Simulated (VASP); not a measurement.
**Sc: single point with PBE**

Sc:

```xyz
1
Lattice="0.0000 2.3092 2.3092 2.3092 0.0000 2.3092 2.3092 2.3092 0.0000" Properties=species:S:1:pos:R:3 pbc="T T T"
Sc    0.0000    0.0000    0.0000
```

This isn't the form of Sc at room conditions, which is hcp.

```json
{"Program": "VASP 6.6.1", "Task": "single point", "Functional": "PBE", "Potentials or basis": "VASP PAW PBE potentials, release 64 (Sc_sv)", "Cutoff": "520 eV", "k mesh": "16 × 16 × 16", "Occupations": "gaussian, width 0.1 eV", "Spin": "no spin polarisation", "Dipole correction": "no", "Further INCAR settings": "ALGO = Normal; EDIFF = 1e-06; NBANDS = 12"}
```

```yaml
Pressure: 0.1 GPa
Band_gap_on_the_k_mesh: zero (an odd number of electrons rules out a gap without spin polarisation)
```

Levels at points of the mesh, in eV from the Fermi level:
| k point | band 3 | band 4 | band 5 | band 6 | band 7 | band 8 |
| --- | --- | --- | --- | --- | --- | --- |
| (0.00, 0.00, 0.00) | -27.85 | -27.85 | -5.19 | 1.58 | 1.58 | 1.58 |
| (0.50, 0.00, 0.00) | -27.90 | -27.90 | -1.77 | 0.23 | 1.47 | 1.47 |
| (0.50, 0.50, 0.00) | -27.99 | -27.99 | -1.52 | -0.62 | 1.92 | 3.85 |

Wall time 9.8 s on 1 thread of Intel(R) Xeon(R) 6975P-C (Granite Rapids), on a shared host, peak memory 0.16 GiB.
